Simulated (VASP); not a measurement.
# HgTe (Coloradoite) (P1) in VASP: a series of runs, part 2 of 3

VASP 6.6.1. The steps go on from the part before.

## (3) Single point, PBE

INCAR reads:

```
SYSTEM = HgTe
ALGO = Normal
EDIFF = 1E-6
ENCUT = 500
GGA = PE
GGA_COMPAT = .False.
ISIF = 2
ISMEAR = 0
LASPH = .True.
LCHARG = .False.
LREAL = .False.
LWAVE = .False.
NBANDS = 16
NELM = 120
PREC = Accurate
SIGMA = 0.01
```

KPOINTS reads:

```
k-points
0
Gamma
  3 3 3
  0 0 0
```

POSCAR reads:

```
HgTe
1.0
    0.0147400000      3.2111200000      3.1275700000
    3.2112800000     -0.0273100000      3.1696200000
    3.2224200000      3.2643200000     -0.0384600000
Hg Te
1 1
Direct
    0.0015000000      0.9970100000      0.0008700000
    0.2543919192      0.2577976293      0.2410161585
```

Potentials or basis: VASP PAW PBE potentials, release 64 (Hg, Te).

Started as:

```console
$ cat potpaw_PBE.64/Hg/POTCAR potpaw_PBE.64/Te/POTCAR > POTCAR
$ mpirun -np 1 vasp_std > vasp.out
```

OUTCAR:

```text
SYSTEM = HgTe
   EDIFF = 1E-6
   ENCUT = 500
   GGA = PE
   ISIF = 2
   ISMEAR = 0
   LASPH = .True.
   LREAL = .False.
   NELM = 120
   PREC = Accurate

 ion  position               nearest neighbor table
   1  0.002  0.997  0.001-   2 2.74   2 2.76   2 2.78   2 2.85
   2  0.254  0.258  0.241-   1 2.74   1 2.76   1 2.78   1 2.85

  LATTYP: Found a triclinic cell.
 ALAT       =     4.5505016250
 B/A-ratio  =     0.9915734226
 C/A-ratio  =     0.9905070103
 COS(alpha) =     0.0129903702
 COS(beta)  =     0.4850230245
 COS(gamma) =     0.5107352017

  Lattice vectors:

 A1 = (  -3.1965400000,   3.2384300000,  -0.0420500000)
 A2 = (  -3.2112800000,   0.0273100000,  -3.1696200000)
 A3 = (  -3.2076800000,  -0.0532000000,   3.1660300000)

Analysis of symmetry for initial positions (statically):
=====================================================================
 Subroutine PRICEL returns:
 Original cell was already a primitive cell.

 Routine SETGRP: Setting up the symmetry group for a
 triclinic supercell.

 Subroutine GETGRP returns: Found  1 space group operations
 (whereof  1 operations were pure point group operations)
 out of a pool of  2 trial point group operations.

The static configuration has the point symmetry C_1 .

Analysis of symmetry for dynamics (positions and initial velocities):
=====================================================================
 Subroutine PRICEL returns:
 Original cell was already a primitive cell.

 Routine SETGRP: Setting up the symmetry group for a
 triclinic supercell.

 Subroutine GETGRP returns: Found  1 space group operations
 (whereof  1 operations were pure point group operations)
 out of a pool of  2 trial point group operations.

The dynamic configuration has the point symmetry C_1 .

 Subroutine INISYM returns: Found  1 space group operations
 (whereof  1 operations are pure point group operations),
 and found     1 'primitive' translations

[... 104 lines left out ...]
  volume/ion in A,a.u.               =      33.05       223.04
  Fermi-wavevector in a.u.,A,eV,Ry     =   1.061109  2.005205 15.319501  1.125952
  Thomas-Fermi vector in A             =   2.196513
   LORBIT       =      0    0 simple, 1 ext, 2 COOP (PROOUT), +10 PAW based schemes
   GGA     = PE    functional components
   LHFCALC =     F    Hartree Fock is set to
   AEXX    =    0.0000 exact exchange contribution
   IVDW    =     0    specifies the selected vdW correction
   LEPSILON=     F    determine dielectric tensor
   LRPA    =     F    only Hartree local field effects (RPA)
 non-spin polarized calculation
 Gauss-broadening in eV      SIGMA  =   0.01
  energy-cutoff  :      500.00
  volume of cell :       66.10
 maximum number of plane-waves:      1689
 NGX is ok and might be reduce to    36
   NGX = 17   NGY = 17   NGZ = 17

 number of electron      18.0000000 magnetization

 Free energy of the ion-electron system (eV)
  ---------------------------------------------------
  ext. energy  EPLUGINS =         0.00000000
  ---------------------------------------------------
  free energy    TOTEN  =        -3.20284900 eV

  energy without entropy =       -3.20283996  energy(sigma->0) =       -3.20284448

 E-fermi :   3.4339     XC(G=0):  -8.7965

 val. band max:        3.4143243399   @ k =   0.0000   0.0000   0.0000
 cond. band min:       3.4534863632   @ k =   0.0000   0.0000   0.0000
 fundamental gap:      0.0391620233
 Fermi energy:         3.4339053518

 k-point     1 :       0.0000    0.0000    0.0000
  band No.  band energies     occupation
      1      -8.7365      2.00000
      2      -4.1967      2.00000
      3      -4.1682      2.00000
      4      -4.0916      2.00000
      5      -3.6202      2.00000
      6      -3.5941      2.00000
[... 243 lines left out ...]
      3      -3.9446      2.00000
      4      -3.6495      2.00000
      5      -3.6040      2.00000
      6      -3.1301      2.00000
[... 8 lines left out ...]
     15      12.3917      0.00000
     16      15.3543      0.00000

------------------------ aborting loop because EDIFF is reached ----------------------------------------

  FORCE on cell =-STRESS in cart. coord.  units (eV):
  Direction    XX          YY          ZZ          XY          YZ          ZX
  --------------------------------------------------------------------------------------
  -------------------------------------------------------------------------------------
  Total        2.7361159      2.6618475      2.5686932     -0.3864549      0.3382196      0.1786421
  in kB       66.3174199     64.5173192     62.2594636     -9.3668148      8.1976967      4.3298917
  external PRESSURE =      64.3647342 kB  Pullay stress =       0.0000000 kB

 VOLUME and BASIS-vectors are now :
 -----------------------------------------------------------------------------
  energy-cutoff  :      500.00
  volume of cell :       66.10
      direct lattice vectors                 reciprocal lattice vectors
     0.014740000  3.211120000  3.127570000    -0.156508666  0.156383846  0.159913173
     3.211280000 -0.027310000  3.169620000     0.156316318 -0.152474131  0.155810622
     3.222420000  3.264320000 -0.038460000     0.155265754  0.151231692 -0.156003456

 POSITION                                       TOTAL-FORCE (eV/Angst)
 -----------------------------------------------------------------------------------
      3.20450     -0.01957      3.16480        -0.174155     -0.063570      0.223404
      1.60827      1.59660      1.60348         0.174155      0.063570     -0.223404
 -----------------------------------------------------------------------------------
    total drift:                                0.000003      0.000493      0.000427

  FREE ENERGIE OF THE ION-ELECTRON SYSTEM (eV)
  ---------------------------------------------------
  free  energy   TOTEN  =        -3.2028489998 eV

  energy  without entropy=       -3.2028399647  energy(sigma->0) =       -3.20284448
```

OSZICAR:

```text
N       E                     dE             d eps       ncg     rms          rms(c)
DAV:   1     0.100204151227E+03    0.10020E+03   -0.78022E+03   448   0.944E+02
DAV:   2    -0.113199909081E+00   -0.10032E+03   -0.94558E+02   544   0.223E+02
DAV:   3    -0.342215814877E+01   -0.33090E+01   -0.33017E+01   528   0.420E+01
DAV:   4    -0.345343633141E+01   -0.31278E-01   -0.31276E-01   664   0.371E+00
DAV:   5    -0.345359073815E+01   -0.15441E-03   -0.15441E-03   584   0.209E-01    0.818E+00
DAV:   6    -0.321247127834E+01    0.24112E+00   -0.45350E-01   472   0.914E+00    0.642E+00
DAV:   7    -0.320272639151E+01    0.97449E-02   -0.13232E-01   488   0.238E+00    0.235E+00
DAV:   8    -0.320250583377E+01    0.22056E-03   -0.13418E-02   464   0.132E+00    0.610E-01
DAV:   9    -0.320274700981E+01   -0.24118E-03   -0.94155E-04   464   0.360E-01    0.150E-01
DAV:  10    -0.320281559697E+01   -0.68587E-04   -0.12570E-04   536   0.985E-02    0.515E-02
DAV:  11    -0.320285231272E+01   -0.36716E-04   -0.72471E-05   472   0.613E-02    0.461E-02
DAV:  12    -0.320284938530E+01    0.29274E-05   -0.64367E-06   568   0.239E-02    0.255E-02
DAV:  13    -0.320284899985E+01    0.38545E-06   -0.10716E-06   360   0.553E-03
   1 F= -.32028490E+01 E0= -.32028445E+01  d E =-.903518E-05
```

Wall time 31 s (1 thread of Intel Xeon 8259CL, shared host); peak memory 0.2 GiB.

What came out:

```yaml
Free_energy: -3.2028 eV
Pressure: 6.4 GPa
Largest_force: 0.290 eV/Å
Band_gap_on_the_k_mesh: 0.04 eV, direct
```

Forces on the atoms (eV/Å):
```
Hg  -0.174 -0.064  0.223
Te   0.174  0.064 -0.223
```

Levels at points of the mesh, in eV from the valence-band top:
| k point | band 5 | band 6 | band 7 | band 8 | band 9 | band 10 | band 11 | band 12 | band 13 | band 14 |
| --- | --- | --- | --- | --- | --- | --- | --- | --- | --- | --- |
| (0.00, 0.00, 0.00) | -7.03 | -7.01 | -0.74 | -0.08 | 0.00 | 0.04 | 3.98 | 4.14 | 4.29 | 6.47 |

Caveat: the k points lie up to 0.57 Å⁻¹ apart; spin-orbit coupling is left out, which moves the levels of the heavy elements.

(Part 2 of 3 ends here.)
